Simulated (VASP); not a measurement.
**AlNi: single point with PBE**

The system is AlNi.

```xyz
2
Lattice="2.8937 0.0000 0.0000 0.0000 2.8937 0.0000 0.0000 0.0000 2.8937" Properties=species:S:1:pos:R:3 pbc="T T T"
Al    1.4468    1.4468    1.4468
Ni    0.0000    0.0000    0.0000
```

```yaml
Program: VASP 6.6.1
Task: single point
Functional: PBE
Potentials_or_basis: VASP PAW PBE potentials, release 64 (Al, Ni)
Cutoff: 600 eV
k_mesh: 6 × 6 × 6
Occupations: gaussian, width 0.1 eV
Spin: no spin polarisation
Dipole_correction: no
Further_INCAR_settings: ALGO = Normal; EDIFF = 1e-06; NBANDS = 14
```

```yaml
Pressure: 0.1 GPa
```

Levels at points of the mesh, in eV from the Fermi level:
```tsv
k point	band 5	band 6	band 7	band 8	band 9	band 10
(0.00, 0.00, 0.00)	-1.57	-1.57	5.41	5.41	5.41	8.05
(0.50, 0.00, 0.00)	-2.26	-1.48	-0.69	8.24	9.92	9.92
(0.50, 0.50, 0.00)	-2.09	-2.09	-1.05	1.42	2.36	12.10
(0.50, 0.50, 0.50)	-1.02	1.98	1.98	1.98	3.55	4.35
```

It took 3.9 s on 1 thread of AMD EPYC 9R45 96-Core Processor (Zen 5), on a shared host, peak memory 0.11 GiB.

Caveat: the k points lie up to 0.36 Å⁻¹ apart. Spin polarisation is off, so any magnetic state and its effect on volume and gap are missing.
